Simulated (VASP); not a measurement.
Crystal: Al.

```
CELL_PARAMETERS angstrom
1.42436 0.82236 5.04255
-1.42436 0.82236 5.04255
0.00000 -1.64471 5.04255
ATOMIC_POSITIONS crystal
Al 0.08960 0.08960 0.08960
Al 0.91040 0.91040 0.91040
```

- Program: VASP 6.6.1
- Task: relaxation of cell and atoms
- Functional: PBE
- Potentials or basis: VASP PAW PBE potentials, release 64 (Al)
- Cutoff: 600 eV
- k mesh: 9 × 9 × 9
- Occupations: gaussian, width 0.1 eV
- Spin: no spin polarisation

At the start: pressure 0.2 GPa; volume 17.72 Å³/atom.

Task: How do energy, volume and symmetry change on relaxing?

Result: Over 7 steps the energy falls by 15.1 meV/atom and the volume is 17.77 Å³/atom (+0.3 %); space group R-3m (No. 166, to 0.05 Å).

The path:
```csv
step,energy change (eV),largest force (eV/Å),pressure (GPa),volume (Å³)
1,0.0000,0.1627,0.23,35.44
2,-0.0101,0.1205,-0.14,35.57
3,-0.0287,0.0702,-0.76,35.93
4,-0.0290,0.0482,-0.72,35.89
5,-0.0293,0.0410,0.51,35.31
6,-0.0300,0.0437,-0.05,35.57
7,-0.0302,0.0166,-0.01,35.54
```

Final structure:
```xyz
2
Lattice="1.3976 0.8069 5.2531 -1.3976 0.8069 5.2531 0.0000 -1.6138 5.2531" Properties=species:S:1:pos:R:3 pbc="T T T"
Al    0.0000    0.0000    1.3855
Al    0.0000    0.0000   14.3737
```
